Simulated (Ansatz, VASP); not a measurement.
## ZrPdSe3 in VASP and in Ansatz

```
Zr Pd Se
1.0
     4.08486    0.00000    0.00000
     0.00000    4.08486    0.00000
     0.00000    0.00000    7.00069
Zr Pd Se
1 1 3
Direct
  0.00000 0.00000 0.17892
  0.50000 0.50000 0.67089
  0.00000 0.50000 0.44679
  0.50000 0.00000 0.44679
  0.50000 0.50000 0.02922
```

Change from the starting cell: species swapped into the PrBPt3 type (P4mm, No. 99).

Alike in both runs: functional PBE; k mesh 10 × 10 × 6; occupations gaussian, width 0.1 eV; no spin polarisation.

Ansatz relaxed the structure, and its values are those at the end. VASP's run is a single point on that final structure, the one shown.

```csv
,VASP,Ansatz
version,VASP 6.6.1,Ansatz 0.2.0
potentials or method,"VASP PAW PBE potentials, release 64 (Zr_sv, Pd, Se), cutoff 520 eV","scalar-relativistic, plane waves, PAW"
valence electrons in the cell,40,78
```

```csv
,VASP,Ansatz,Ansatz less VASP
gap on the k mesh at the Fermi level (eV),none,none,-
pressure (GPa),0.1,0.0,-0.08
rms of the force components (eV/Å),0.006,0.000,-0.0052
```

A gap of «none» marks a metal or a gap that the smearing closes. The functional is the same, so the differences come from potentials, cutoffs and numerics. VASP's potentials hold 40 valence electrons a cell and Ansatz's 78, so a difference there can come from the potentials and not from the codes.
